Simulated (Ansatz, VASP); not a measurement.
AsAu in VASP and in Ansatz

Contents of INCAR:

```
SYSTEM = AsAu
ALGO = Normal
EDIFF = 1E-7
ENCUT = 520
GGA = PE
ISIF = 2
ISMEAR = -1
LASPH = .True.
LCHARG = .True.
LELF = .True.
LREAL = .False.
LVHAR = .True.
LWAVE = .False.
NBANDS = 15
NELM = 80
PREC = Accurate
SIGMA = 0.08
```

KPOINTS

```
k-points
0
Gamma
  11 11 11
  0 0 0
```

Contents of POSCAR:

```
AsAu
1.0
    0.0000000000      2.9006844730      2.9006844730
    2.9006844730      0.0000000000      2.9006844730
    2.9006844730      2.9006844730      0.0000000000
Au As
1 1
Direct
    0.0000000000      0.0000000000      0.0000000000
    0.2500000000      0.2500000000      0.2500000000
```

Input for Ansatz:

```yaml
crystal:
  lattice:
    - [0.0, 2.900684473, 2.900684473]
    - [2.900684473, 0.0, 2.900684473]
    - [2.900684473, 2.900684473, 0.0]
  atoms:
    - { symbol: Au, position: [0.0, 0.0, 0.0] }
    - { symbol: As, position: [0.25, 0.25, 0.25] }
kpoints:
  mp_grid: { grid: [11, 11, 11] }
scf:
  occupations: { method: fermi_dirac, width: 0.08 }
hamiltonian:
  xc: pbe
  pseudopotentials: { kind: all_electron, lapw: { basis_error: 0.00025 } }
output:
  forces: true
  stress: true
  eigenvalues: true
```

Change from the starting cell: volume scaled by 0.98.

Alike in both runs: task single point; functional PBE; k mesh 11 × 11 × 11; occupations fermi-dirac, width 0.08 eV; no spin polarisation.

|  | VASP | Ansatz |
| --- | --- | --- |
| version | VASP 6.6.1 | Ansatz 0.2.0 |
| potentials or method | VASP PAW PBE potentials, release 64 (Au, As), cutoff 520 eV | all-electron LAPW, scalar-relativistic |

|  | VASP | Ansatz | Ansatz less VASP |
| --- | --- | --- | --- |
| pressure (GPa) | 1.5 | 1.5 | +0.07 |

Ansatz ran all-electron here, and VASP with PAW potentials.

Spin-orbit coupling is off throughout.
